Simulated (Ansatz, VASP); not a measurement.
**CuAu3 in VASP and in Ansatz**

Contents of INCAR:

```
SYSTEM = CuAu3
PREC     = Accurate       ! precision mode
ENCUT    = 520            ! plane-wave cutoff, eV
EDIFF    = 1E-6           ! SCF threshold, eV
ISMEAR   = 0              ! smearing method
SIGMA    = 0.1            ! smearing width, eV
LREAL    = .FALSE.        ! projectors in reciprocal space
LASPH    = .TRUE.         ! aspherical terms in the spheres
NELM     = 100            ! most SCF steps
ALGO     = Fast           ! electronic algorithm
ISIF     = 2              ! what is computed and relaxed
LWAVE    = .FALSE.        ! write WAVECAR
LCHARG   = .FALSE.        ! write CHGCAR
GGA      = PS             ! functional
NBANDS   = 30             ! bands
```

KPOINTS

```
Automatic mesh
0
G
  14 14 14
  0 0 0
```

POSCAR

```
CuAu3
1.0
    3.7357966438      0.0000000000      0.0000000000
    0.0000000000      3.7357966438      0.0000000000
    0.0000000000      0.0000000000      3.7357966438
Cu Au
1 3
Direct
    0.0000000000      0.0000000000      0.0000000000
    0.0000000000      0.5000000000      0.5000000000
    0.5000000000      0.0000000000      0.5000000000
    0.5000000000      0.5000000000      0.0000000000
```

Input for Ansatz:

```yaml
crystal:
  lattice:
    - [3.7357966438, 0.0, 0.0]
    - [0.0, 3.7357966438, 0.0]
    - [0.0, 0.0, 3.7357966438]
  atoms:
    - { symbol: Cu, position: [0.0, 0.0, 0.0] }
    - { symbol: Au, position: [0.0, 0.5, 0.5] }
    - { symbol: Au, position: [0.5, 0.0, 0.5] }
    - { symbol: Au, position: [0.5, 0.5, 0.0] }
basis:
  ecutwfc: 420
kpoints:
  mp_grid: { grid: [14, 14, 14] }
hamiltonian:
  xc: pbesol
scf:
  occupations: { method: gaussian, width: 0.1 }
output:
  forces: true
  stress: true
  eigenvalues: true
```

Change from the starting cell: equal strain along all axes, cell held, atoms relaxed: -6.0 %.

Alike in both runs: task single point; functional PBEsol; k mesh 14 × 14 × 14; occupations gaussian, width 0.1 eV; no spin polarisation.

```csv
,VASP,Ansatz
version,VASP 6.6.1,Ansatz 0.2.0
potentials or method,"VASP PAW PBE potentials, release 64 (Cu, Au), cutoff 520 eV","scalar-relativistic, plane waves, PAW"
valence electrons in the cell,44,76
```

```csv
,VASP,Ansatz,Ansatz less VASP
gap on the k mesh at the Fermi level (eV),none,none,-
pressure (GPa),53.4,53.6,+0.19
```

VASP's potentials were made for PBE, not for PBEsol. A gap of «none» marks a metal or a gap that the smearing closes. Both programs put the cell under a high pressure, so it lies far from rest at this level. VASP's potentials hold 44 valence electrons a cell and Ansatz's 76, so a difference there can come from the potentials and not from the codes.

Spin-orbit coupling is off throughout.
